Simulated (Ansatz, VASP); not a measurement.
# Ni: VASP beside Ansatz

Contents of INCAR:

```
PREC = Accurate
ENCUT = 600
EDIFF = 1E-6
ISMEAR = 0
SIGMA = 0.026000000000000002
LREAL = False
LASPH = True
NELM = 200
ALGO = Normal
ISIF = 2
LWAVE = False
LCHARG = True
ISPIN = 2
MAGMOM = 1
LORBIT = 11
LMAXMIX = 4
GGA = PE
LELF = True
LVHAR = True
NBANDS = 15
GGA_COMPAT = False
```

KPOINTS

```
Automatic mesh
0
Gamma
  13 13 13
```

The input POSCAR:

```
Ni
1.0
   -1.3837154700      1.3837154700      1.3837154700
    1.3837154700     -1.3837154700      1.3837154700
    1.3837154700      1.3837154700     -1.3837154700
Ni
1
Direct
    0.0000000000      0.0000000000      0.0000000000
```

File input.yaml:

```yaml
crystal:
  lattice:
    - [-1.38371547, 1.38371547, 1.38371547]
    - [1.38371547, -1.38371547, 1.38371547]
    - [1.38371547, 1.38371547, -1.38371547]
  atoms:
    - { symbol: Ni, position: [0.0, 0.0, 0.0], spin: 1.0 }
hamiltonian:
  xc: pbe
  pseudopotentials: { kind: paw }
magnetization:
  spin_polarized: true
kpoints:
  mp_grid: { grid: [13, 13, 13] }
scf:
  occupations: { method: gaussian, width: 0.026 }
output:
  forces: true
  stress: true
  eigenvalues: true
```

Alike in both runs: task single point; functional PBE; k mesh 13 × 13 × 13; occupations gaussian, width 0.026 eV; collinear spin.

|  | VASP | Ansatz |
| --- | --- | --- |
| version | VASP 6.6.1 | Ansatz 0.2.0 |
| potentials or method | VASP PAW PBE potentials, release 64 (Ni) | Ansatz PAW |
| plane-wave cutoff (eV) | 600 | 420 |
| valence electrons in the cell | 10 | 18 |

Ansatz gave:

| Item | Value |
| --- | --- |
| gap on the k mesh at the Fermi level (eV) | none |
| pressure (GPa) | 7.7 |
| net moment per atom (μB) | 0.59 |
| size of the moment on the site where the two differ most (μB) | 0.62 |

Q: Estimate VASP's values.

A: gap on the k mesh at the Fermi level (eV): none; pressure (GPa): 7.5; net moment per atom (μB): 0.59; size of the moment on the site where the two differ most (μB): 0.59.

Site moments also hang on the region over which each program counts them. A gap of «none» marks a metal or a gap that the smearing closes. VASP's potentials hold 10 valence electrons a cell and Ansatz's 18, so a difference there can come from the potentials and not from the codes.
